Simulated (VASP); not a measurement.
Here is a VASP 6.6.1 calculation.

File INCAR:

```
PREC = Accurate ; ENCUT = 520
EDIFF = 1E-6 ; ISMEAR = -1
SIGMA = 0.02 ; LREAL = F
LASPH = T ; NELM = 80
ALGO = Normal ; ISIF = 2
LWAVE = F ; LCHARG = F
GGA = PE ; NBANDS = 11
```

KPOINTS

```
regular mesh
0
Gamma
  10 10 10
```

The input POSCAR:

```
MgO
1.0
   -0.0035371088      2.2820056624      2.2820056624
    2.2820056624     -0.0035371088      2.2820056624
    2.2784685536      2.2784685536      0.0000000000
Mg O
1 1
Direct
   -0.0002776021     -0.0002776021      0.0002776021
    0.2502776021      0.2502776021      0.2497223979
```

Potentials or basis: VASP PAW PBE potentials, release 64 (Mg, O).

Run with:

```bash
$ cat potpaw_PBE.64/Mg/POTCAR potpaw_PBE.64/O/POTCAR > POTCAR
$ mpirun -np 1 vasp_std > vasp.out
```

Task: Predict the pressure.

Result: 3.5 GPa.

Task: Estimate the band gap on the k mesh.

Result: 3.63 eV.

Stress tensor (GPa, compression positive):
```
3.47 0.26 0.00
0.26 3.47 0.00
0.00 0.00 3.47
```

Caveat: the cell differs from its parent crystal (shear xy strain -0.3%); the cell stands under pressure.
